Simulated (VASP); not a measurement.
Write the native input for VASP 6.6.1 that does the following.

```yaml
Task: single point
Functional: PBE
Dispersion: D3(BJ)
Potentials_or_basis: VASP PAW PBE potentials, release 64 (Te)
Cutoff: 400 eV
k_mesh: 1 × 1 × 1
Occupations: gaussian, width 0.005 eV
Spin: collinear spin
Starting_moments: "[2.0] μB"
Dipole_correction: no
Further_INCAR_settings: ALGO = Normal; EDIFF = 1e-06; NBANDS = 13; NELMDL = -8
```

The structure of Te lies in POSCAR:

```
Te
1.0
   10.5000000000      0.0000000000      0.0000000000
    0.0000000000     11.0000000000      0.0000000000
    0.0000000000      0.0000000000     11.5000000000
Te
1
Direct
    0.5000000000      0.5045454500      0.5000000000
```

These files were run (other wordings do the same):

INCAR

```
SYSTEM = Te
PREC = Accurate ; ENCUT = 400
EDIFF = 1E-6 ; ISMEAR = 0
SIGMA = 0.005 ; LREAL = .FALSE.
LASPH = .TRUE. ; NELM = 200
ALGO = Normal ; ISIF = 2
LWAVE = .FALSE. ; LCHARG = .TRUE.
ISPIN = 2 ; MAGMOM = 2
LORBIT = 11 ; GGA = PE
IVDW = 12 ; LELF = .TRUE.
LVHAR = .TRUE. ; NBANDS = 13
GGA_COMPAT = .FALSE. ; NELMDL = -8
```

KPOINTS

```
Automatic mesh
0
G
  1 1 1
  0 0 0
```

Potentials or basis: VASP PAW PBE potentials, release 64 (Te).

Launch:

```console
$ cat potpaw_PBE.64/Te/POTCAR > POTCAR
$ mpirun -np 1 vasp_gam > vasp.out
```

It gave:

```
Gap between the frontier levels                       : 0.23 eV
Net moment                                            : 2.00 μB per cell
Site moments                                          : Te +0.95 μB
Valence electrons inside the program's atomic spheres : Te 3.23
Dispersion energy per atom                            : -0.001 eV
```

Caveat: spin-orbit coupling is left out, which moves the levels of the heavy elements.

It took 97 s on 1 thread of Intel(R) Xeon(R) 6975P-C (Granite Rapids), with other jobs on the host, peak memory 0.98 GiB.
